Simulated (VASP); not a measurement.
# LaGa2 (AlB2 type) (P6/mmm) in VASP: relaxation of cell and atoms with LDA

Aim: the relaxation of cell and atoms of LaGa2 (AlB2 type) with LDA.

Everything below comes from runs of VASP 6.6.1. Logs are shortened: lines on timing, memory, paths and dates and some standing lists are left out, and cuts for length are marked.

## Step 1: The cell of the first run

The structure is hexagonal, space group P6/mmm (No. 191). The conventional cell has a = 4.406 Å, b = 4.406 Å, c = 4.847 Å, α = 90.00°, β = 90.00°, γ = 120.00°. La (site symmetry 6/mmm) has 12 Ga at 3.51 Å and 6 La at 4.41 Å within 4.6 Å. Ga (site symmetry -6m2) has 3 Ga at 2.54 Å within 3.4 Å.

## Step 2: Relaxation of cell and atoms, LDA

Input file INCAR:

```
SYSTEM = LaGa2
  PREC = Accurate
  ENCUT = 600
  EDIFF = 1E-6
  ISMEAR = -1
  SIGMA = 0.08
  LREAL = .False.
  LASPH = .True.
  NELM = 100
  ALGO = Normal
  ISIF = 3
  LWAVE = .False.
  LCHARG = .False.
  IBRION = 2
  NSW = 100
  EDIFFG = -0.005
```

Input file KPOINTS:

```
Automatic mesh
0
Gamma
  10 10 8
  0 0 0
```

Input file POSCAR:

```
LaGa2
1.0
    4.4059334785      0.0000000000      0.0000000000
   -2.2029667392      3.8156503198      0.0000000000
    0.0000000000      0.0000000000      4.8465268263
La Ga
1 2
Direct
    0.0000000000      0.0000000000      0.0000000000
    0.3333333333      0.6666666667      0.5000000000
    0.6666666667      0.3333333333      0.5000000000
```

Potentials or basis: VASP PAW LDA potentials, release 64 (La, Ga_d).

Run with:

```sh
cat potpaw_LDA.64/La/POTCAR potpaw_LDA.64/Ga_d/POTCAR > POTCAR
mpirun -np 1 vasp_std > vasp.out
```

OUTCAR:

```text
SYSTEM = LaGa2
   PREC = Accurate
   ENCUT = 600
   EDIFF = 1E-6
   ISMEAR = -1
   LREAL = .False.
   LASPH = .True.
   NELM = 100
   ISIF = 3
   IBRION = 2
   NSW = 100
   EDIFFG = -0.005

 ion  position               nearest neighbor table
   1  0.000  0.000  0.000-
   2  0.333  0.667  0.500-   3 2.54   3 2.54   3 2.54
   3  0.667  0.333  0.500-   2 2.54   2 2.54   2 2.54

  LATTYP: Found a hexagonal cell.
 ALAT       =     4.4059334785
 C/A-ratio  =     1.1000000000

  Lattice vectors:

 A1 = (   4.4059334785,   0.0000000000,   0.0000000000)
 A2 = (  -2.2029667392,   3.8156503198,   0.0000000000)
 A3 = (   0.0000000000,   0.0000000000,   4.8465268263)

Analysis of symmetry for initial positions (statically):
=====================================================================
 Subroutine PRICEL returns:
 Original cell was already a primitive cell.

 Routine SETGRP: Setting up the symmetry group for a
 hexagonal supercell.

 Subroutine GETGRP returns: Found 24 space group operations
 (whereof 24 operations were pure point group operations)
 out of a pool of 24 trial point group operations.

The static configuration has the point symmetry D_6h.

Analysis of symmetry for dynamics (positions and initial velocities):
=====================================================================
 Subroutine PRICEL returns:
 Original cell was already a primitive cell.

 Routine SETGRP: Setting up the symmetry group for a
 hexagonal supercell.

 Subroutine GETGRP returns: Found 24 space group operations
 (whereof 24 operations were pure point group operations)
 out of a pool of 24 trial point group operations.

The dynamic configuration has the point symmetry D_6h.

 Subroutine INISYM returns: Found 24 space group operations
 (whereof 24 operations are pure point group operations),
 and found     1 'primitive' translations

----------------------------------------------------------------------------------------

                                     Primitive cell

  volume of cell :      81.4774

  direct lattice vectors                    reciprocal lattice vectors
     4.405933478  0.000000000  0.000000000     0.226966659  0.131039261  0.000000000
    -2.202966739  3.815650320  0.000000000     0.000000000  0.262078523  0.000000000
     0.000000000  0.000000000  4.846526826     0.000000000  0.000000000  0.206333326

  length of vectors
     4.405933478  4.405933479  4.846526826     0.262078523  0.262078523  0.206333326

  position of ions in fractional coordinates (direct lattice)
     0.000000000  0.000000000  0.000000000
     0.333333333  0.666666667  0.500000000
     0.666666667  0.333333333  0.500000000

  ion indices of the primitive-cell ions
   primitive index   ion index
                 1           1
                 2           2
                 3           3

----------------------------------------------------------------------------------------

 KPOINTS: Automatic mesh

Automatic generation of k-mesh.
 Grid dimensions read from file:
 generate k-points for:   10   10    8

 Generating k-lattice:

  Cartesian coordinates                     Fractional coordinates (reciprocal lattice)
     0.022696666  0.013103926  0.000000000     0.100000000  0.000000000  0.000000000
     0.000000000  0.026207852  0.000000000     0.000000000  0.100000000  0.000000000
     0.000000000  0.000000000  0.025791666     0.000000000  0.000000000  0.125000000

  Length of vectors
     0.026207852  0.026207852  0.025791666

  Shift w.r.t. Gamma in fractional coordinates (k-lattice)
     0.000000000  0.000000000  0.000000000

 Subroutine IBZKPT returns following result:
 ===========================================

 Found     70 irreducible k-points:

 Following reciprocal coordinates:
            Coordinates               Weight
  0.000000  0.000000  0.000000      1.000000
  0.100000  0.000000  0.000000      6.000000
  0.200000  0.000000  0.000000      6.000000
  0.300000  0.000000  0.000000      6.000000
  0.400000  0.000000  0.000000      6.000000
  0.500000  0.000000  0.000000      3.000000
[... 16 lines left out ...]
  0.300000  0.100000  0.125000     24.000000
  0.400000  0.100000  0.125000     24.000000
 [... further k-points ...]
   k-points           NKPTS =     70   k-points in BZ     NKDIM =     70   number of bands    NBANDS=     22
   number of dos      NEDOS =    301   number of ions     NIONS =      3
   total plane-waves  NPLWV =  51840
   dimension x,y,z NGX =    36 NGY =   36 NGZ =   40
   dimension x,y,z NGXF=    72 NGYF=   72 NGZF=   80
   ions per type =               1   2
   NGX,Y,Z   is equivalent  to a cutoff of  13.58, 13.58, 13.72 a.u.
   NGXF,Y,Z  is equivalent  to a cutoff of  27.17, 27.17, 27.44 a.u.
 SYSTEM =  LaGa2
   PREC   = accura    normal or accurate (medium, high low for compatibility)
   ISTART =      0    job   : 0-new  1-cont  2-samecut
   ICHARG =      2    charge: 1-file 2-atom 10-const
   ISPIN  =      1    spin polarized calculation?
   LNONCOLLINEAR =      F non collinear calculations
   LSORBIT =      F    spin-orbit coupling
   LASPH  =      T    aspherical Exc in radial PAW
   ENCUT  =  600.0 eV  44.10 Ry    6.64 a.u.   8.80  8.80  9.68*2*pi/ulx,y,z
   NELM   =    100;   NELMIN=  2; NELMDL= -5     # of ELM steps
   EDIFF  = 0.1E-05   stopping-criterion for ELM
   LREAL  =      F    real-space projection
   EDIFFG = -.5E-02   stopping-criterion for IOM
   NSW    =    100    number of steps for IOM
   IBRION =      2    ionic relax: 0-MD 1-quasi-New 2-CG
   NFREE  =      1    steps in history (QN), initial steepest desc. (CG)
   ISIF   =      3    stress and relaxation
   ISYM   =      2    0-nonsym 1-usesym 2-fastsym
   POTIM  = 0.5000    time-step for ionic-motion
   TEBEG  =    0.0;   TEEND  =   0.0 temperature during run
   PSTRESS=    0.0 pullay stress
   NELECT =      37.0000    total number of electrons
   NUPDOWN=      -1.0000    fix difference up-down
   EMIN   =  10.00;   EMAX   =-10.00  energy-range for DOS
   EFERMI =   0.00;   METHOD = LEGACY
   ISMEAR =    -1;   SIGMA  =   0.08  broadening in eV -4-tet -1-fermi 0-gaus
   EFERMI_NEDOS =   21; number of points for ismear=-14 and -15
   IALGO  =     38    algorithm
   IMIX   =      4    mixing-type and parameters
     AMIX     =   0.40;   BMIX     =  1.00
     AMIX_MAG =   1.60;   BMIX_MAG =  1.00
  volume/ion in A,a.u.               =      27.16       183.28
  Fermi-wavevector in a.u.,A,eV,Ry     =   1.258335  2.377909 21.543568  1.583408
  Thomas-Fermi vector in A             =   2.391950
   LORBIT       =      0    0 simple, 1 ext, 2 COOP (PROOUT), +10 PAW based schemes
   GGA     = CA    functional components
   LHFCALC =     F    Hartree Fock is set to
   AEXX    =    0.0000 exact exchange contribution
   IVDW    =     0    specifies the selected vdW correction
   LEPSILON=     F    determine dielectric tensor
   LRPA    =     F    only Hartree local field effects (RPA)
 conjugate gradient relaxation of ions
 non-spin polarized calculation
  energy-cutoff  :      600.00
  volume of cell :       81.48
 maximum number of plane-waves:      2756
 NGX is ok and might be reduce to    36
   NGX = 17   NGY = 17   NGZ = 19

--------------------------------------- Ionic step        1  -------------------------------------------

 number of electron      37.0000000 magnetization

 Free energy of the ion-electron system (eV)
  ---------------------------------------------------
  ext. energy  EPLUGINS =         0.00000000
  ---------------------------------------------------
  free energy    TOTEN  =       -14.45549605 eV

  energy without entropy =      -14.41655394  energy(sigma->0) =      -14.43602500

------------------------ aborting loop because EDIFF is reached ----------------------------------------

  FORCE on cell =-STRESS in cart. coord.  units (eV):
  Direction    XX          YY          ZZ          XY          YZ          ZX
  --------------------------------------------------------------------------------------
  -------------------------------------------------------------------------------------
  Total       -4.4679408     -4.4679408     -5.6337087     -0.0000000     -0.0000000      0.0000000
  in kB      -87.8579099    -87.8579099   -110.7816549     -0.0000000     -0.0000000      0.0000000
  external PRESSURE =     -95.4991582 kB  Pullay stress =       0.0000000 kB
[... 92 lines left out ...]
  FREE ENERGIE OF THE ION-ELECTRON SYSTEM (eV)
  ---------------------------------------------------
  free  energy   TOTEN  =       -14.9480981118 eV

  energy  without entropy=      -14.9095222747  energy(sigma->0) =      -14.92881019

[... ionic steps 4 to 9 ...]

--------------------------------------- Ionic step       10  -------------------------------------------

 number of electron      37.0000007 magnetization

------------------------ aborting loop because EDIFF is reached ----------------------------------------

  FORCE on cell =-STRESS in cart. coord.  units (eV):
  Direction    XX          YY          ZZ          XY          YZ          ZX
  --------------------------------------------------------------------------------------
  -------------------------------------------------------------------------------------
  Total        0.0283304      0.0283304      0.0429038      0.0000000     -0.0000000     -0.0000000
  in kB        0.6747391      0.6747391      1.0218302      0.0000000     -0.0000000     -0.0000000
  external PRESSURE =       0.7904361 kB  Pullay stress =       0.0000000 kB
[... 59 lines left out ...]
  energy  without entropy=      -14.9478632564  energy(sigma->0) =      -14.96649298

--------------------------------------- Ionic step       12  -------------------------------------------

 number of electron      37.0000007 magnetization

 Free energy of the ion-electron system (eV)
  ---------------------------------------------------
  ext. energy  EPLUGINS =         0.00000000
  ---------------------------------------------------
  free energy    TOTEN  =       -14.98512247 eV

  energy without entropy =      -14.94786151  energy(sigma->0) =      -14.96649199

 E-fermi :   6.9143     XC(G=0): -10.9920

 val. band max:        6.8948273817   @ k =   0.1000   0.1000   0.0000
 cond. band min:       6.9384654608   @ k =   0.3000   0.3000   0.1250
 fundamental gap:      0.0436380791
 Fermi energy:         6.9142519147

 k-point     1 :       0.0000    0.0000    0.0000
  band No.  band energies     occupation
      1     -25.2474      2.00000
      2      -9.0429      2.00000
      3      -8.8483      2.00000
      4      -8.8483      2.00000
      5      -7.7339      2.00000
      6      -7.6578      2.00000
[... 574 lines left out ...]
      6      -7.7931      2.00000
[... 14 lines left out ...]
     21       8.8981      0.00000
     22       9.0439      0.00000

 [... further k-points ...]
[... 5 lines left out ...]
  --------------------------------------------------------------------------------------
  -------------------------------------------------------------------------------------
  Total       -0.0124567     -0.0124567      0.0057832     -0.0000000      0.0000000      0.0000000
  in kB       -0.2966604     -0.2966604      0.1377281     -0.0000000      0.0000000      0.0000000
  external PRESSURE =      -0.1518642 kB  Pullay stress =       0.0000000 kB
[... 18 lines left out ...]
  FREE ENERGIE OF THE ION-ELECTRON SYSTEM (eV)
  ---------------------------------------------------
  free  energy   TOTEN  =       -14.9851224695 eV

  energy  without entropy=      -14.9478615096  energy(sigma->0) =      -14.96649199

 reached required accuracy - stopping structural energy minimisation
```

It took 15 min on 1 thread of Intel Xeon 6975P-C, shared host; peak memory 0.33 GiB.

Results:

```yaml
Free_energy: -14.9851 eV
Relaxed_volume: 22.42 Å³/atom
Relaxed_cell: a = 4.230 Å, b = 4.230 Å, c = 4.343 Å, α = 90.00°, β = 90.00°, γ = 120.00°
Space_group_after_relaxing_to_0.05_Å: P6/mmm (No. 191)
Energy_gained_by_relaxing: 176.5 meV/atom
Ionic_steps: 12
Pressure_after_relaxing: 0.0 GPa
```

The path:
```
step  energy change (eV)  largest force (eV/Å)  pressure (GPa)  volume (Å³)
   1              0.0000                0.0000           -9.55        81.48
   2             -0.4324                0.0000            5.64        63.83
   3             -0.4926                0.0000            0.28        67.69
   4             -0.5250                0.0000            0.19        67.36
   5             -0.5296                0.0000            0.15        67.16
   6             -0.5296                0.0000            0.17        67.15
   7             -0.5296                0.0000           -0.40        67.40
   8             -0.5296                0.0000            0.21        67.22
   9             -0.5296                0.0000           -0.07        67.29
  10             -0.5296                0.0000            0.08        67.27
  11             -0.5296                0.0000           -0.05        67.28
  12             -0.5296                0.0000           -0.02        67.27
```

Final structure:
```
La Ga
1.0
     4.22952    0.00000    0.00000
    -2.11476    3.66287    0.00000
     0.00000    0.00000    4.34252
La Ga
1 2
Cartesian
  0.0000 0.0000 0.0000
  0.0000 2.4419 2.1713
  2.1148 1.2210 2.1713
```

Caveat: the volume moved by over 15 % at a fixed basis, so the end points are rough; spin-orbit coupling is left out, which moves the levels of the heavy elements.
